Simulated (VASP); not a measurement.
# Pd (P6/mmm) in VASP: notebook, part 2 of 2

VASP 6.6.1. Earlier steps stand in the parts before.

## 5. Single point, revPBE (17.31 Å³/atom)

This run uses another cell than the first one, of 17.31 Å³/atom.

File INCAR:

```
ALGO = Normal
EDIFF = 1E-6
ENCUT = 520
GGA = RE
ISIF = 2
ISMEAR = -1
LASPH = True
LCHARG = False
LREAL = False
LWAVE = False
NBANDS = 22
NELM = 80
PREC = Accurate
SIGMA = 0.1
```

File KPOINTS:

```
k-points
0
Gamma
  9 9 13
```

File POSCAR:

```
Pd
1.0
    4.6531712223      0.0000000000      0.0000000000
   -2.3265856112      4.0297644867      0.0000000000
    0.0000000000      0.0000000000      2.7692065506
Pd
3
Direct
    0.0000000000      0.0000000000      1.0000000000
    0.3333333333      0.6666666667      0.5000000000
    0.6666666667      0.3333333333      0.5000000000
```

Potentials or basis: VASP PAW PBE potentials, release 64 (Pd).

The run is started by

```sh
cat potpaw_PBE.64/Pd/POTCAR > POTCAR
mpirun -np 1 vasp_std > vasp.out
```

OUTCAR:

```text
EDIFF = 1E-6
   ENCUT = 520
   GGA = RE
   ISIF = 2
   ISMEAR = -1
   LASPH = True
   LREAL = False
   NELM = 80
   PREC = Accurate

 ion  position               nearest neighbor table
   1  0.000  0.000  0.000-   2 3.02   3 3.02   2 3.02   3 3.02   3 3.02   3 3.02   2 3.02   2 3.02
                             3 3.02   3 3.02   2 3.02   2 3.02
   2  0.333  0.667  0.500-   3 2.69   3 2.69   3 2.69   1 3.02   1 3.02   1 3.02   1 3.02   1 3.02
                             1 3.02
   3  0.667  0.333  0.500-   2 2.69   2 2.69   2 2.69   1 3.02   1 3.02   1 3.02   1 3.02   1 3.02
                             1 3.02

  LATTYP: Found a hexagonal cell.
 ALAT       =     4.6531712223
 C/A-ratio  =     0.5951224269

  Lattice vectors:

 A1 = (   4.6531712223,   0.0000000000,   0.0000000000)
 A2 = (  -2.3265856112,   4.0297644867,   0.0000000000)
 A3 = (   0.0000000000,   0.0000000000,   2.7692065506)

Analysis of symmetry for initial positions (statically):
=====================================================================
 Subroutine PRICEL returns:
 Original cell was already a primitive cell.

 Routine SETGRP: Setting up the symmetry group for a
 hexagonal supercell.

 Subroutine GETGRP returns: Found 24 space group operations
 (whereof 24 operations were pure point group operations)
 out of a pool of 24 trial point group operations.

The static configuration has the point symmetry D_6h.

Analysis of symmetry for dynamics (positions and initial velocities):
=====================================================================
 Subroutine PRICEL returns:
 Original cell was already a primitive cell.

 Routine SETGRP: Setting up the symmetry group for a
 hexagonal supercell.

 Subroutine GETGRP returns: Found 24 space group operations
 (whereof 24 operations were pure point group operations)
 out of a pool of 24 trial point group operations.

The dynamic configuration has the point symmetry D_6h.

[... 116 lines left out ...]
   EFERMI_NEDOS =   21; number of points for ismear=-14 and -15
   IALGO  =     38    algorithm
   IMIX   =      4    mixing-type and parameters
     AMIX     =   0.40;   BMIX     =  1.00
     AMIX_MAG =   1.60;   BMIX_MAG =  1.00
  volume/ion in A,a.u.               =      17.31       116.80
  Fermi-wavevector in a.u.,A,eV,Ry     =   1.363496  2.576634 25.294885  1.859122
  Thomas-Fermi vector in A             =   2.489894
   LORBIT       =      0    0 simple, 1 ext, 2 COOP (PROOUT), +10 PAW based schemes
   GGA     = RE    functional components
   LHFCALC =     F    Hartree Fock is set to
   AEXX    =    0.0000 exact exchange contribution
   IVDW    =     0    specifies the selected vdW correction
   LEPSILON=     F    determine dielectric tensor
   LRPA    =     F    only Hartree local field effects (RPA)
 non-spin polarized calculation
  energy-cutoff  :      520.00
  volume of cell :       51.93
 maximum number of plane-waves:      1424
 NGX is ok and might be reduce to    36
   NGX = 17   NGY = 17   NGZ = 11

 number of electron      29.9999999 magnetization

 Free energy of the ion-electron system (eV)
  ---------------------------------------------------
  ext. energy  EPLUGINS =         0.00000000
  ---------------------------------------------------
  free energy    TOTEN  =       -13.91566393 eV

  energy without entropy =      -13.71359827  energy(sigma->0) =      -13.81463110

 E-fermi :   7.4444     XC(G=0): -12.1081

 val. band max:        7.4401252130   @ k =   0.0000   0.0000   0.3846
 cond. band min:       7.4454657275   @ k =   0.3333   0.3333   0.4615
 fundamental gap:      0.0053405146
 Fermi energy:         7.4444128127

 k-point     1 :       0.0000    0.0000    0.0000
  band No.  band energies     occupation
      1       1.4684      2.00000
      2       3.3342      2.00000
      3       4.5373      2.00000
      4       4.8645      2.00000
      5       4.8740      2.00000
      6       4.8740      2.00000
[... 589 lines left out ...]
     21      18.3055      0.00000
     22      23.6137      0.00000

 [... further k-points ...]

------------------------ aborting loop because EDIFF is reached ----------------------------------------

  FORCE on cell =-STRESS in cart. coord.  units (eV):
  Direction    XX          YY          ZZ          XY          YZ          ZX
  --------------------------------------------------------------------------------------
  -------------------------------------------------------------------------------------
  Total       -2.9362455     -2.9362455     -2.8795565      0.0000000      0.0000000     -0.0000000
  in kB      -90.5980584    -90.5980584    -88.8489169      0.0000000      0.0000000     -0.0000000
  external PRESSURE =     -90.0150112 kB  Pullay stress =       0.0000000 kB

 VOLUME and BASIS-vectors are now :
 -----------------------------------------------------------------------------
  energy-cutoff  :      520.00
  volume of cell :       51.93
      direct lattice vectors                 reciprocal lattice vectors
     4.653171222  0.000000000  0.000000000     0.214907200  0.124076730  0.000000000
    -2.326585611  4.029764487  0.000000000     0.000000000  0.248153460  0.000000000
     0.000000000  0.000000000  2.769206551     0.000000000  0.000000000  0.361114269

 POSITION                                       TOTAL-FORCE (eV/Angst)
 -----------------------------------------------------------------------------------
      0.00000      0.00000      0.00000        -0.000000      0.000000     -0.000000
     -0.00000      2.68651      1.38460         0.000000      0.000000      0.000000
      2.32659      1.34325      1.38460        -0.000000      0.000000     -0.000000
 -----------------------------------------------------------------------------------
    total drift:                                0.000000      0.000000     -0.000000

  FREE ENERGIE OF THE ION-ELECTRON SYSTEM (eV)
  ---------------------------------------------------
  free  energy   TOTEN  =       -13.9156639253 eV

  energy  without entropy=      -13.7135982746  energy(sigma->0) =      -13.81463110
```

OSZICAR:

```text
N       E                     dE             d eps       ncg     rms          rms(c)
DAV:   1     0.180773244833E+03    0.18077E+03   -0.14850E+04  3696   0.130E+03
DAV:   2    -0.106467138796E+02   -0.19142E+03   -0.17930E+03  3912   0.290E+02
DAV:   3    -0.144153918473E+02   -0.37687E+01   -0.37197E+01  4230   0.449E+01
DAV:   4    -0.144483153092E+02   -0.32923E-01   -0.32916E-01  4200   0.404E+00
DAV:   5    -0.144489103861E+02   -0.59508E-03   -0.59507E-03  4278   0.614E-01    0.846E+00
DAV:   6    -0.139571121237E+02    0.49180E+00   -0.18351E+00  3954   0.117E+01    0.485E+00
DAV:   7    -0.141397281649E+02   -0.18262E+00   -0.19355E+00  4110   0.119E+01    0.498E+00
DAV:   8    -0.139177018597E+02    0.22203E+00   -0.51100E-01  3978   0.909E+00    0.205E+00
DAV:   9    -0.139192754783E+02   -0.15736E-02   -0.39208E-02  4158   0.163E+00    0.652E-01
DAV:  10    -0.139158264154E+02    0.34491E-02   -0.20853E-02  4074   0.143E+00    0.133E-01
DAV:  11    -0.139156747590E+02    0.15166E-03   -0.48690E-04  4182   0.198E-01    0.450E-02
DAV:  12    -0.139156622495E+02    0.12509E-04   -0.71467E-05  4260   0.670E-02    0.837E-03
DAV:  13    -0.139156636848E+02   -0.14353E-05   -0.44866E-06  4062   0.165E-02    0.539E-03
DAV:  14    -0.139156639253E+02   -0.24044E-06   -0.13791E-07  2376   0.333E-03
   1 F= -.13915664E+02 E0= -.13814631E+02  d E =-.202066E+00
```

It took 37 s on 1 thread of Intel Xeon 6975P-C (Granite Rapids), shared host; peak memory 0.22 GiB.

What came out:

```
Free energy            : -13.9157 eV
Pressure               : -9.0 GPa
Band gap on the k mesh : zero (bands 15 and 16 overlap by 0.69 eV)
```

Caveat: the cell stands under tension; the PAW data sets were made with another functional, which shifts forces and pressure a little.

## 6. Summary

| cell | gap on the mesh (eV) | pressure (GPa) |
| --- | --- | --- |
| a = 4.474, b = 4.474, c = 2.663 Å, angles 90.0, 90.0, 120.0°, 3 atoms | none | 6.4 |
| a = 4.535, b = 4.535, c = 2.699 Å, angles 90.0, 90.0, 120.0°, 3 atoms | none | -0.2 |
| a = 4.595, b = 4.595, c = 2.735 Å, angles 90.0, 90.0, 120.0°, 3 atoms | none | -5.2 |
| a = 4.653, b = 4.653, c = 2.769 Å, angles 90.0, 90.0, 120.0°, 3 atoms | none | -9.0 |

Alike in all rows: task single point; level revPBE; potentials or basis VASP PAW PBE potentials, release 64 (Pd); no spin polarisation; k mesh 9 × 9 × 13; cutoff (eV) 520; smearing fermi-dirac 0.1 eV.

Caveats: the PAW data sets were made with another functional, which shifts forces and pressure a little; the cell stands under tension (at least some runs); the cell stands under pressure (at least some runs).

Absolute energies hang on the potentials; compare differences alone.
